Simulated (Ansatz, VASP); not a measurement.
## One calculation of BaTiO3, two programs

```
Ba Ti O
1.0
     2.75175    1.58872    2.25129
    -2.75175    1.58872    2.25129
     0.00000   -3.17745    2.25129
Ba Ti O
1 1 3
Cartesian
  0.0000 0.0000 -0.0390
  0.0000 0.0000 3.3379
  -1.3759 0.7944 4.4635
  0.0000 -1.5887 4.4635
  1.3759 0.7944 4.4635
```

Change from the starting cell: equal strain along all axes, cell held, atoms relaxed: -3.0 %.

Alike in both runs: functional r2SCAN; k mesh 6 × 6 × 6; occupations gaussian, width 0.02 eV; no spin polarisation; Hubbard terms Ti d U = 4.0 eV.

Ansatz relaxed the structure, and its values are those at the end. VASP's run is a single point on that final structure, the one shown.

|  | VASP | Ansatz |
| --- | --- | --- |
| version | VASP 6.6.1 | Ansatz 0.2.0 |
| potentials or method | VASP PAW PBE potentials, release 64 (Ba_sv, Ti_sv, O), cutoff 520 eV | scalar-relativistic, plane waves, PAW |
| valence electrons in the cell | 40 | 40 |

Ansatz gave:

```
gap on the k mesh at the Fermi level (eV) : 2.90
least direct gap on the mesh (eV)         : 2.95
pressure (GPa)                            : 18.0
```

Problem. Estimate VASP's values.

Solution. gap on the k mesh at the Fermi level (eV): 2.88; least direct gap on the mesh (eV): 2.98; pressure (GPa): 23.1.

VASP's potentials were made for PBE, not for r2SCAN. The programs project onto different local orbitals, so the same U acts differently, and such runs can settle in different states. Ansatz's warnings: stress scf threshold loose.

Neither program's run includes spin-orbit coupling.
